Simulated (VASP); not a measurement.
# KF (Fm-3m) in VASP: settings compared

KF is run at these levels: BLYP+D3(BJ), BLYP+D4, PBE-based screened hybrid with 35 % exact exchange; tasks: single point, relaxation of cell and atoms.

All numbers are computed with VASP 6.6.1; they aren't measurements. Logs are shortened: lines on timing, memory, paths and dates and some standing lists are left out, and cuts for length are marked.

## Step 1: The cell of the first run

It takes space group Fm-3m (No. 225, cubic). Conventional cell: a = 5.298 Å, b = 5.298 Å, c = 5.298 Å, α = 90.00°, β = 90.00°, γ = 90.00°. Within 3.5 Å of K (site symmetry m-3m) lie 6 F at 2.65 Å. Within 3.5 Å of F (site symmetry m-3m) lie 6 K at 2.65 Å.

## Step 2: Single point, BLYP+D3(BJ), collinear spin (18.59 Å³/atom)

File INCAR:

```
PREC = Accurate
ENCUT = 520
EDIFF = 1E-6
ISMEAR = 0
SIGMA = 0.05
LREAL = False
LASPH = True
NELM = 150
ALGO = Normal
ISIF = 2
LWAVE = False
LCHARG = False
ISPIN = 2
MAGMOM = 0.5 0
LORBIT = 11
GGA = B5
ALDAX = 1.0
AGGAX = 1.0
AGGAC = 1.0
ALDAC = 0.0
IVDW = 12
VDW_S6 = 1.0
VDW_S8 = 2.6996
VDW_A1 = 0.4298
VDW_A2 = 4.2359
NBANDS = 19
```

File KPOINTS:

```
Automatic mesh
0
Gamma
  9 9 9
```

File POSCAR:

```
KF
1.0
    0.0000000000      2.6490762669      2.6490762669
    2.6490762669      0.0000000000      2.6490762669
    2.6490762669      2.6490762669      0.0000000000
K F
1 1
Direct
    0.0000000000      0.0000000000      0.0000000000
    0.5000000000      0.5000000000      0.5000000000
```

Potentials or basis: VASP PAW PBE potentials, release 64 (K_sv, F).

Run with:

```
$ cat potpaw_PBE.64/K_sv/POTCAR potpaw_PBE.64/F/POTCAR > POTCAR
$ mpirun -np 1 vasp_std > vasp.out
```

OUTCAR:

```text
PREC = Accurate
   ENCUT = 520
   EDIFF = 1E-6
   ISMEAR = 0
   LREAL = False
   LASPH = True
   NELM = 150
   ISIF = 2
   ISPIN = 2
   LORBIT = 11
   GGA = B5
   IVDW = 12
 IVDW          = 12

 ion  position               nearest neighbor table
   1  0.000  0.000  0.000-   2 2.65   2 2.65   2 2.65   2 2.65   2 2.65   2 2.65
   2  0.500  0.500  0.500-   1 2.65   1 2.65   1 2.65   1 2.65   1 2.65   1 2.65

  LATTYP: Found a face centered cubic cell.
 ALAT       =     5.2981525338

  Lattice vectors:

 A1 = (   0.0000000000,   2.6490762669,   2.6490762669)
 A2 = (   2.6490762669,   0.0000000000,   2.6490762669)
 A3 = (   2.6490762669,   2.6490762669,   0.0000000000)

Analysis of symmetry for initial positions (statically):
=====================================================================
 Subroutine PRICEL returns:
 Original cell was already a primitive cell.

 Routine SETGRP: Setting up the symmetry group for a
 face centered cubic supercell.

 Subroutine GETGRP returns: Found 48 space group operations
 (whereof 48 operations were pure point group operations)
 out of a pool of 48 trial point group operations.

The static configuration has the point symmetry O_h .

Analysis of symmetry for dynamics (positions and initial velocities):
=====================================================================
 Subroutine PRICEL returns:
 Original cell was already a primitive cell.

 Routine SETGRP: Setting up the symmetry group for a
 face centered cubic supercell.

 Subroutine GETGRP returns: Found 48 space group operations
 (whereof 48 operations were pure point group operations)
 out of a pool of 48 trial point group operations.

The dynamic configuration has the point symmetry O_h .

Analysis of structural, dynamic, and magnetic symmetry:
=====================================================================
 Subroutine PRICEL returns:
 Original cell was already a primitive cell.

 Routine SETGRP: Setting up the symmetry group for a
 face centered cubic supercell.

 Subroutine GETGRP returns: Found 48 space group operations
 (whereof 48 operations were pure point group operations)
 out of a pool of 48 trial point group operations.

The overall configuration has the point symmetry O_h .

 Subroutine INISYM returns: Found 48 space group operations
 (whereof 48 operations are pure point group operations),
 and found     1 'primitive' translations

----------------------------------------------------------------------------------------

                                     Primitive cell
[... 114 lines left out ...]
  Thomas-Fermi vector in A             =   2.370604
   LORBIT       =     11    0 simple, 1 ext, 2 COOP (PROOUT), +10 PAW based schemes
   GGA     = B5    functional components
   LHFCALC =     F    Hartree Fock is set to
   AEXX    =    0.0000 exact exchange contribution
   IVDW    =    12    specifies the selected vdW correction
   LEPSILON=     F    determine dielectric tensor
   LRPA    =     F    only Hartree local field effects (RPA)
 spin polarized calculation
 Gauss-broadening in eV      SIGMA  =   0.05
  energy-cutoff  :      520.00
  volume of cell :       37.18
 maximum number of plane-waves:      1018
   NGX = 13   NGY = 13   NGZ = 13

 number of electron      16.0000014 magnetization       0.0002976

 number of electron      16.0000014 magnetization      -0.0000078

 Free energy of the ion-electron system (eV)
  ---------------------------------------------------
  ext. energy  EPLUGINS =         0.00000000
  ---------------------------------------------------
  free energy    TOTEN  =        -8.09648557 eV

  energy without entropy =       -8.09648557  energy(sigma->0) =       -8.09648557

 E-fermi :  -2.2946     XC(G=0):  -8.3552

 val. band max:       -2.5989307694   @ k =   0.0000   0.0000   0.0000
 cond. band min:       3.7560701972   @ k =   0.0000   0.0000   0.0000
 fundamental gap:      6.3550009666
 Fermi energy:        -2.2946316318

 spin component 1

 k-point     1 :       0.0000    0.0000    0.0000
  band No.  band energies     occupation
      1     -28.5190      1.00000
      2     -21.1323      1.00000
      3     -11.8200      1.00000
      4     -11.8200      1.00000
      5     -11.8200      1.00000
      6      -2.5989      1.00000
[... 517 lines left out ...]
     18      20.2427      0.00000
     19      23.5005      0.00000

 [... further k-points ...]

 spin component 2

 k-point     1 :       0.0000    0.0000    0.0000
  band No.  band energies     occupation
      1     -28.5190      1.00000
      2     -21.1324      1.00000
      3     -11.8199      1.00000
      4     -11.8199      1.00000
      5     -11.8199      1.00000
      6      -2.5990      1.00000
[... 517 lines left out ...]
     18      20.2426      0.00000
     19      23.5005      0.00000

 [... further k-points ...]

------------------------ aborting loop because EDIFF is reached ----------------------------------------

 Edisp (eV)   -0.76773

 E8    (eV) :    -0.5855

  FORCE on cell =-STRESS in cart. coord.  units (eV):
  Direction    XX          YY          ZZ          XY          YZ          ZX
  --------------------------------------------------------------------------------------
  -------------------------------------------------------------------------------------
  Total      -0.00633    -0.00633    -0.00633     0.00000     0.00000    -0.00000
  in kB      -0.27283    -0.27283    -0.27283     0.00000     0.00000    -0.00000
  external pressure =       -0.27 kB  Pullay stress =        0.00 kB

 VOLUME and BASIS-vectors are now :
 -----------------------------------------------------------------------------
  energy-cutoff  :      520.00
  volume of cell :       37.18
      direct lattice vectors                 reciprocal lattice vectors
     0.000000000  2.649076267  2.649076267    -0.188745038  0.188745038  0.188745038
     2.649076267  0.000000000  2.649076267     0.188745038 -0.188745038  0.188745038
     2.649076267  2.649076267  0.000000000     0.188745038  0.188745038 -0.188745038

 POSITION                                       TOTAL-FORCE (eV/Angst)
 -----------------------------------------------------------------------------------
      0.00000      0.00000      0.00000         0.000000      0.000000      0.000000
      2.64908      2.64908      2.64908        -0.000000     -0.000000     -0.000000
 -----------------------------------------------------------------------------------
    total drift:                                0.000000      0.000000      0.000000

  FREE ENERGIE OF THE ION-ELECTRON SYSTEM (eV)
  ---------------------------------------------------
  free  energy   TOTEN  =        -8.8642123149 eV

  energy  without entropy=       -8.8642123149  energy(sigma->0) =       -8.86421231

 total charge

# of ion       s       p       d       tot
------------------------------------------
    1        1.956   5.560   0.035   7.551
    2        1.722   4.354   0.000   6.076
--------------------------------------------------
tot          3.678   9.914   0.035  13.627

 magnetization (x)

# of ion       s       p       d       tot
------------------------------------------
    1        0.000  -0.000   0.000  -0.000
    2        0.000  -0.000   0.000  -0.000
--------------------------------------------------
tot          0.000  -0.000   0.000  -0.000
```

stdout:

```text
POSCAR found type information on POSCAR K F
 POSCAR found :  2 types and       2 ions
 scaLAPACK will be used
 -----------------------------------------------------------------------------
|                                                                             |
|                                                                             |
|     You enforced a specific xc type in the INCAR file but a different       |
|     I HOPE YOU KNOW WHAT YOU ARE DOING!                                     |
|                                                                             |
 -----------------------------------------------------------------------------

 LDA part: xc-table for (Slater(with rela. corr.)+VWN5), standard interpolation
 POSCAR, INCAR and KPOINTS ok, starting setup
 FFT: planning ... GRIDC
 FFT: planning ... GRID_SOFT
 FFT: planning ... GRID
 WAVECAR not read
 entering main loop
```

It took 33 s on 1 thread of Intel Xeon Platinum 8488C (Sapphire Rapids), shared host; peak memory 0.19 GiB.

What came out:

```yaml
Free_energy: -8.8642 eV
Pressure: 0.0 GPa
Band_gap_on_the_k_mesh: 6.36 eV
Net_moment: 0.00 μB per cell
Valence_electrons_inside_the_program's_atomic_spheres: K 7.55; F 6.08
Dispersion_energy_per_atom: -0.384 eV
```

Caveat: the PAW data sets were made with another functional, which shifts forces and pressure a little; an odd mesh through Γ misses points on the zone boundary, where band edges can lie.

## Step 3: Relaxation of cell and atoms, BLYP+D4

This run uses another cell than the first one, of 19.07 Å³/atom.

File INCAR:

```
SYSTEM = KF
PREC     = Accurate       ! precision mode
ENCUT    = 600            ! plane-wave cutoff, eV
EDIFF    = 1E-6           ! SCF threshold, eV
ISMEAR   = 1              ! smearing method
SIGMA    = 0.15           ! smearing width, eV
LREAL    = .FALSE.        ! projectors in reciprocal space
LASPH    = .TRUE.         ! aspherical terms in the spheres
NELM     = 100            ! most SCF steps
ALGO     = Normal         ! electronic algorithm
ISIF     = 3              ! what is computed and relaxed
LWAVE    = .FALSE.        ! write WAVECAR
LCHARG   = .FALSE.        ! write CHGCAR
GGA      = B5             ! functional
ALDAX    = 1.0          
AGGAX    = 1.0          
AGGAC    = 1.0          
ALDAC    = 0.0          
IVDW     = 13             ! dispersion correction
VDW_S6   = 1.0          
VDW_S8   = 2.34076671   
VDW_A1   = 0.44488865   
VDW_A2   = 4.0933009    
IBRION   = 2              ! ionic algorithm
NSW      = 60             ! ionic steps
EDIFFG   = -0.01          ! ionic threshold
```

File KPOINTS:

```
Automatic mesh
0
G
  11 11 11
  0 0 0
```

File POSCAR:

```
KF
1.0
    0.0000000000      2.6718500000      2.6718500000
    2.6718500000      0.0000000000      2.6718500000
    2.6718500000      2.6718500000      0.0000000000
K F
1 1
Direct
    0.0000000000      0.0000000000      0.0000000000
    0.5000000000      0.5000000000      0.5000000000
```

Potentials or basis: VASP PAW PBE potentials, release 64 (K_sv, F).

Run with:

```
$ cat potpaw_PBE.64/K_sv/POTCAR potpaw_PBE.64/F/POTCAR > POTCAR
$ mpirun -np 1 vasp_std > vasp.out
```

It took 56 s on 1 thread of Intel Xeon Platinum 8488C (Sapphire Rapids), shared host; peak memory 0.19 GiB.

The run converged. Its results:

- Free energy: -8.3688 eV
- Relaxed volume: 19.62 Å³/atom
- Relaxed cell: a = 3.815 Å, b = 3.815 Å, c = 3.815 Å, α = 60.00°, β = 60.00°, γ = 60.00°
- Space group after relaxing (to 0.1 Å): Fm-3m (No. 225)
- Energy gained by relaxing: 1.9 meV/atom
- Ionic steps: 3
- Pressure after relaxing: 0.1 GPa
- Band gap on the k mesh: 6.07 eV
- Dispersion energy per atom: -0.125 eV

Step by step:
```tsv
step	energy change (eV)	largest force (eV/Å)	pressure (GPa)	volume (Å³)
1	0.0000	0.0000	1.04	38.15
2	-0.0031	0.0000	0.41	38.84
3	-0.0038	0.0000	0.07	39.25
```

Final structure:
```
K F
1.0
     0.00000    2.69731    2.69731
     2.69731    0.00000    2.69731
     2.69731    2.69731    0.00000
K F
1 1
Direct
  0.00000 0.00000 0.00000
  0.50000 0.50000 0.50000
```

Levels at points of the mesh, in eV from the valence-band top:
| k point | band 6 | band 7 | band 8 | band 9 | band 10 | band 11 |
| --- | --- | --- | --- | --- | --- | --- |
| (0.00, 0.00, 0.00) | 0.00 | 0.00 | 0.00 | 6.07 | 10.60 | 10.60 |

Caveat: the PAW data sets were made with another functional, which shifts forces and pressure a little; an odd mesh through Γ misses points on the zone boundary, where band edges can lie.

(Continued in part 2 of 2.)
